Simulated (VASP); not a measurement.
Here is a VASP 6.6.1 calculation.

The input INCAR:

```
SYSTEM = LiF
PREC = Accurate
ENCUT = 520
EDIFF = 1E-6
ISMEAR = 0
SIGMA = 0.1
LREAL = Auto
LASPH = .True.
NELM = 60
ALGO = Normal
ISIF = 2
LWAVE = .False.
LCHARG = .False.
GGA = PE
NBANDS = 54
```

File KPOINTS:

```
Automatic mesh
0
Gamma
  4 4 2
  0 0 0
```

Contents of POSCAR:

```
LiF
1.0
    2.8801846255      0.0000000000      0.0000000000
    0.0000000000      2.8801846255      0.0000000000
    0.0000000000      0.0000000000     16.1966977355
Li F
8 8
Direct
    0.4999844281      0.9999965085      0.9374989559
    0.4999965085      0.0000155719      0.1874989559
    0.0000155719      0.4999965085      0.8125010441
    0.9999965085      0.4999844281      0.0625010441
    0.5000155719      0.0000034915      0.4374989559
    0.5000034915      0.9999844281      0.6874989559
    0.9999844281      0.5000034915      0.3125010441
    0.0000034915      0.5000155719      0.5625010441
    0.0000082961      0.5000008088      0.9375041558
    0.0000008088      0.4999917039      0.1875041558
    0.4999917039      0.0000008088      0.8124958442
    0.5000008088      0.0000082961      0.0624958442
    0.9999917039      0.4999991912      0.4375041558
    0.9999991912      0.5000082961      0.6875041558
    0.5000082961      0.9999991912      0.3124958442
    0.4999991912      0.9999917039      0.5624958442
```

Potentials or basis: VASP PAW PBE potentials, release 64 (Li_sv, F).

Launch:

```bash
$ cat potpaw_PBE.64/Li_sv/POTCAR potpaw_PBE.64/F/POTCAR > POTCAR
$ mpirun -np 1 vasp_std > vasp.out
```

Q: Predict the band gap on the k mesh.

A: 8.84 eV.

Caveat: the k points lie up to 0.55 Å⁻¹ apart. A k mesh can miss the band edges.
